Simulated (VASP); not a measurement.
Input of a VASP 6.6.1 run:

Contents of INCAR:

```
SYSTEM = Cu
PREC = Accurate
ENCUT = 600
EDIFF = 1E-7
ISMEAR = -1
SIGMA = 0.15
LREAL = .FALSE.
LASPH = .TRUE.
NELM = 100
ALGO = Fast
ISIF = 3
LWAVE = .FALSE.
LCHARG = .FALSE.
GGA = PE
IBRION = 2
NSW = 80
EDIFFG = -0.001
```

File KPOINTS:

```
Automatic mesh
0
G
  16 16 16
  0 0 0
```

Contents of POSCAR:

```
Cu
1.0
    0.0000000000      1.8147129764      1.8147129764
    1.8147129764      0.0000000000      1.8147129764
    1.8147129764      1.8147129764      0.0000000000
Cu
1
Direct
    0.0000000000      0.0000000000      0.0000000000
```

Potentials or basis: VASP PAW PBE potentials, release 64 (Cu).

Launch:

```bash
$ cat potpaw_PBE.64/Cu/POTCAR > POTCAR
$ mpirun -np 1 vasp_std > vasp.out
```

Task: What does it give for the relaxed cell?

Result: a = 2.571 Å, b = 2.571 Å, c = 2.571 Å, α = 60.00°, β = 60.00°, γ = 60.00°.

Task: What does it give for the relaxed volume?

Result: 12.02 Å³/atom.

The path:
```
step  energy change (eV)  largest force (eV/Å)  pressure (GPa)  volume (Å³)
   1              0.0000                0.0000            0.91        11.95
   2              0.0000                0.0000           -0.80        12.07
   3             -0.0001                0.0000            0.07        12.01
   4             -0.0001                0.0000           -0.16        12.02
   5             -0.0001                0.0000            0.12        12.01
   6             -0.0001                0.0000            0.00        12.02
```

PBE usually gives volumes a little too large and moduli too small. Zero-point motion and thermal expansion aren't in these numbers.
